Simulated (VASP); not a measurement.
Here is a VASP 6.6.1 calculation.

The input INCAR:

```
  PREC = Accurate
  ENCUT = 600
  EDIFF = 1E-6
  ISMEAR = -1
  SIGMA = 0.08
  LREAL = False
  LASPH = True
  NELM = 100
  ALGO = Normal
  ISIF = 3
  LWAVE = False
  LCHARG = False
  GGA = PS
  IBRION = 2
  NSW = 32
  EDIFFG = -0.005
  PSTRESS = 580.0
```

File KPOINTS:

```
regular mesh
0
Gamma
  18 18 18
```

POSCAR

```
Ta
1.0
   -1.5380580394      1.5380580394      1.5380580394
    1.5380580394     -1.5380580394      1.5380580394
    1.5380580394      1.5380580394     -1.5380580394
Ta
1
Direct
    0.0000000000      0.0000000000      0.0000000000
```

Potentials or basis: VASP PAW PBE potentials, release 64 (Ta_pv).

Run with:

```bash
$ cat potpaw_PBE.64/Ta_pv/POTCAR > POTCAR
$ mpirun -np 1 vasp_std > vasp.out
```

Predict the space group after relaxing (to 0.1 Å).

Im-3m (No. 229).

Estimate the band gap on the k mesh.

zero (an odd number of electrons rules out a gap without spin polarisation).

The path:
| step | energy change (eV) | largest force (eV/Å) | pressure (GPa) | volume (Å³) |
| --- | --- | --- | --- | --- |
| 1 | 0.0000 | 0.0000 | 58.97 | 14.55 |
| 2 | -0.0657 | 0.0000 | 53.80 | 14.74 |
| 3 | -0.0124 | 0.0000 | 57.99 | 14.59 |

Caveat: the cell is relaxed towards a set pressure, so the run minimises the enthalpy, not the energy; the PAW data sets were made with another functional, which shifts forces and pressure a little; spin-orbit coupling is left out, which moves the levels of the heavy elements.
